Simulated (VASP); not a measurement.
The system is BeTe.

```
Te Be
1.0
     0.00000    2.77000    2.77000
     2.77000    0.00000    2.77000
     2.77000    2.77000    0.00000
Te Be
1 1
Direct
  0.75000 0.75000 0.75000
  0.00000 0.00000 0.00000
```

Base run:

| Property | Result |
| --- | --- |
| Program | VASP 6.6.1 |
| Functional | RPBE |
| Potentials or basis | VASP PAW PBE potentials, release 64 (Te, Be) |
| Cutoff | 520 eV |
| k mesh | 8 × 8 × 8 |
| Occupations | fermi-dirac, width 0.05 eV |
| Spin | no spin polarisation |

Its results: band gap on the k mesh 1.93 eV, indirect (least direct gap 3.59 eV); pressure 6.1 GPa.

Question: The run is repeated on the same cell with these changes: dispersion from none to D4. What comes out?

Answer: Band gap on the k mesh 1.93 eV, indirect (least direct gap 3.59 eV); pressure 0.8 GPa.

Dispersion adds attraction, which lowers the pressure at fixed volume and, as a term added to the energy, leaves the levels alone.

Caveats: the PAW data sets were made with another functional, which shifts forces and pressure a little; spin-orbit coupling is left out, which moves the levels of the heavy elements.

A k mesh can miss the band edges.
